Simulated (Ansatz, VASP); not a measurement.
Given: the input of a run of VASP 6.6.1 on Ag.

INCAR

```
SYSTEM = Ag
PREC = Accurate
ENCUT = 500
EDIFF = 1E-6
ISMEAR = 0
SIGMA = 0.023
LREAL = .FALSE.
LASPH = .TRUE.
NELM = 120
ALGO = Normal
ISIF = 2
LWAVE = .FALSE.
LCHARG = .FALSE.
GGA = PE
NBANDS = 12
GGA_COMPAT = .FALSE.
```

The input KPOINTS:

```
regular mesh
0
G
  11 11 11
  0 0 0
```

Contents of POSCAR:

```
Ag
1.0
   -1.6556540000      1.6556540000      1.6556540000
    1.6556540000     -1.6556540000      1.6556540000
    1.6556540000      1.6556540000     -1.6556540000
Ag
1
Direct
    0.0000000000      0.0000000000      0.0000000000
```

Potentials or basis: VASP PAW PBE potentials, release 64 (Ag).

The run is started by

```bash
$ cat potpaw_PBE.64/Ag/POTCAR > POTCAR
$ mpirun -np 1 vasp_std > vasp.out
```

Problem. Set up the same calculation for Ansatz 0.2.0. Potentials there: Ansatz PAW.

Solution. As run (the cutoff follows the program's own potentials):

The input input.yaml:

```yaml
crystal:
  lattice:
    - [-1.655654, 1.655654, 1.655654]
    - [1.655654, -1.655654, 1.655654]
    - [1.655654, 1.655654, -1.655654]
  atoms:
    - { symbol: Ag, position: [0.0, 0.0, 0.0] }
hamiltonian:
  xc: pbe
  pseudopotentials: { kind: paw }
kpoints:
  mp_grid: { grid: [11, 11, 11] }
scf:
  occupations: { method: gaussian, width: 0.023 }
output:
  forces: true
  stress: true
  eigenvalues: true
```

Potentials or basis: Ansatz PAW.

The run is started by

```console
$ ansatz run input.yaml --threads 2 --pin off --max-ram 5632MiB --backend cpu --events-out ev --progress --plain --runs-dir out
```

Both were run:

|  | VASP | Ansatz | Ansatz less VASP |
| --- | --- | --- | --- |
| gap on the k mesh at the Fermi level (eV) | none | none | - |
| pressure (GPa) | -0.9 | -0.8 | +0.08 |

A gap of «none» marks a metal or a gap that the smearing closes. VASP's potentials hold 11 valence electrons a cell and Ansatz's 19, so a difference there can come from the potentials and not from the codes.
